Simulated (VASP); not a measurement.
A run of VASP 6.6.1:

File POSCAR:

```
SiC
1.0
    3.0760000000      0.0000000000      0.0000000000
   -1.5380000000      2.6638940000      0.0000000000
    0.0000000000      0.0000000000      5.0480000000
Si C
2 2
Direct
    0.3333333333      0.6666666667      0.0000000000
    0.6666666667      0.3333333333      0.5000000000
    0.3333333333      0.6666666667      0.3850000000
    0.6666666667      0.3333333333      0.8850000000
```

The input INCAR.step1:

```
  PREC = Accurate
  ENCUT = 520
  ISMEAR = 0
  SIGMA = 0.01
  LREAL = False
  LASPH = True
  NELM = 60
  NBANDS = 16
  GGA = PE
  ALGO = Normal
  EDIFF = 1E-4
  LWAVE = True
  LCHARG = False
```

INCAR.step2

```
  PREC = Accurate
  ENCUT = 520
  EDIFF = 1E-6
  ISMEAR = 0
  SIGMA = 0.01
  LREAL = False
  LASPH = True
  NELM = 60
  ALGO = Normal
  ISIF = 2
  LWAVE = False
  LCHARG = False
  METAGGA = R2SCAN
  LMIXTAU = True
  NBANDS = 16
  ISTART = 1
```

Contents of KPOINTS:

```
regular mesh
0
Gamma
  6 6 4
```

Potentials or basis: VASP PAW PBE potentials, release 64 (Si, C).

Command:

```bash
$ cat potpaw_PBE.64/Si/POTCAR potpaw_PBE.64/C/POTCAR > POTCAR
$ cp INCAR.step1 INCAR
$ mpirun -np 1 vasp_std > vasp.out
$ cp INCAR.step2 INCAR
$ mpirun -np 1 vasp_std > vasp.out
```

Hardware: 1 thread of AMD EPYC 7R13 Processor (Zen 3), with other jobs on the host.

Problem. How long does it take, and how much memory?

Solution. It took 50 s on 1 thread of AMD EPYC 7R13 Processor (Zen 3), on a shared host, peak memory 0.13 GiB. Counts: k points 21.
